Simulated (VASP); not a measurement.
Runs of VASP 6.6.1 on Cu. The structure is that of space group P6_3/mmc (No. 194), or close to it. The cells are those of the table. This isn't the form of Cu at room conditions, which is fcc.

| cell | gap on the mesh (eV) | pressure (GPa) |
| --- | --- | --- |
| a = 2.500, b = 2.500, c = 4.057 Å, angles 90.0, 90.0, 120.0°, 2 atoms | none | (a) |
| a = 2.534, b = 2.534, c = 4.113 Å, angles 90.0, 90.0, 120.0°, 2 atoms | none | -1.0 |
| a = 2.584, b = 2.584, c = 4.193 Å, angles 90.0, 90.0, 120.0°, 2 atoms | none | -9.0 |
| a = 2.551, b = 2.551, c = 4.140 Å, angles 90.0, 90.0, 120.0°, 2 atoms | none | (b) |
| a = 2.482, b = 2.482, c = 4.029 Å, angles 90.0, 90.0, 120.0°, 2 atoms | none | 10.5 |

Alike in all rows: task single point; level PBEsol; potentials or basis VASP PAW PBE potentials, release 64 (Cu); no spin polarisation; k mesh 13 × 13 × 7; cutoff (eV) 520; smearing fermi-dirac 0.1 eV.

Problem. Fill in the values left out.

Solution. (a) 6.2; (b) -4.0.

Caveats: the PAW data sets were made with another functional, which shifts forces and pressure a little; the cell stands under pressure (at least some runs); the cell stands under tension (at least some runs).

A gap of «none» marks levels without a gap at the run's occupations.
